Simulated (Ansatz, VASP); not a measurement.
## BaTiO3: VASP beside Ansatz

Contents of POSCAR:

```
BaTiO3
1.0
    2.6950526130      1.5559893516      2.4370432966
   -2.6950526130      1.5559893516      2.4370432966
    0.0000000000     -3.1119787032      2.4370432966
Ba Ti O
1 1 3
Direct
    0.9999656897      0.9999656897      0.9999656897
    0.5077048750      0.5077048750      0.5077048750
    0.4922539385      0.4922539385      0.9865215584
    0.4922539385      0.9865215584      0.4922539385
    0.9865215584      0.4922539385      0.4922539385
```

INCAR.step1

```
  PREC = Accurate
  ENCUT = 520
  ISMEAR = 0
  SIGMA = 0.05
  LREAL = F
  LASPH = T
  NELM = 150
  LMAXMIX = 4
  LDAU = T
  LDAUTYPE = 2
  LDAUL = -1 2 -1
  LDAUU = 0 4 0
  LDAUJ = 0 0 0
  NBANDS = 28
  GGA = PE
  ALGO = Normal
  EDIFF = 1E-4
  LWAVE = T
  LCHARG = F
```

The input INCAR.step2:

```
  PREC = Accurate
  ENCUT = 520
  EDIFF = 1E-7
  ISMEAR = 0
  SIGMA = 0.05
  LREAL = F
  LASPH = T
  NELM = 150
  ALGO = Normal
  ISIF = 2
  LWAVE = F
  LCHARG = F
  LMAXMIX = 4
  LDAU = T
  LDAUTYPE = 2
  LDAUL = -1 2 -1
  LDAUU = 0 4 0
  LDAUJ = 0 0 0
  LDAUPRINT = 1
  METAGGA = R2SCAN
  LMIXTAU = T
  NBANDS = 28
  ISTART = 1
```

The input KPOINTS:

```
Automatic mesh
0
Gamma
  6 6 6
```

Input for Ansatz:

```yaml
crystal:
  lattice:
    - [2.695052613, 1.5559893516, 2.4370432966]
    - [-2.695052613, 1.5559893516, 2.4370432966]
    - [0.0, -3.1119787032, 2.4370432966]
  atoms:
    - { symbol: Ba, position: [0.9999656897, 0.9999656897, 0.9999656897] }
    - { symbol: Ti, position: [0.507704875, 0.507704875, 0.507704875] }
    - { symbol: O, position: [0.4922539385, 0.4922539385, 0.9865215584] }
    - { symbol: O, position: [0.4922539385, 0.9865215584, 0.4922539385] }
    - { symbol: O, position: [0.9865215584, 0.4922539385, 0.4922539385] }
basis:
  ecutwfc: 500
kpoints:
  mp_grid: { grid: [6, 6, 6] }
hamiltonian:
  xc: r2scan
  hubbard: { sites: [{ species: Ti, l: d, u_eff: 4.0 }] }
scf:
  occupations: { method: gaussian, width: 0.05 }
output:
  forces: true
  stress: true
  eigenvalues: true
```

Change from the starting cell: strain -0.050 along x and y, +0.050 along z, atoms carried along.

Alike in both runs: task single point; functional r2SCAN; k mesh 6 × 6 × 6; occupations gaussian, width 0.05 eV; no spin polarisation; Hubbard terms Ti d U = 4.0 eV.

|  | VASP | Ansatz |
| --- | --- | --- |
| version | VASP 6.6.1 | Ansatz 0.2.0 |
| potentials or method | VASP PAW PBE potentials, release 64 (Ba_sv, Ti_sv, O), cutoff 520 eV | scalar-relativistic, plane waves, PAW |
| valence electrons in the cell | 40 | 40 |

VASP gave:

- gap on the k mesh at the Fermi level (eV): 2.73
- least direct gap on the mesh (eV): 2.82
- pressure (GPa): 16.6
- traceless stress, the component that is largest in VASP (GPa): -19.27
- rms of the force components (eV/Å): 0.368

Problem. Which values does Ansatz return?

Solution. gap on the k mesh at the Fermi level (eV): 2.77; least direct gap on the mesh (eV): 2.84; pressure (GPa): 11.8; traceless stress, the component that is largest in VASP (GPa): -18.51; rms of the force components (eV/Å): 0.159.

VASP's potentials were made for PBE, not for r2SCAN. The programs project onto different local orbitals, so the same U acts differently, and such runs can settle in different states. Atom by atom the forces differ by 0.236 eV/Å (rms over components).

Neither program's run includes spin-orbit coupling.
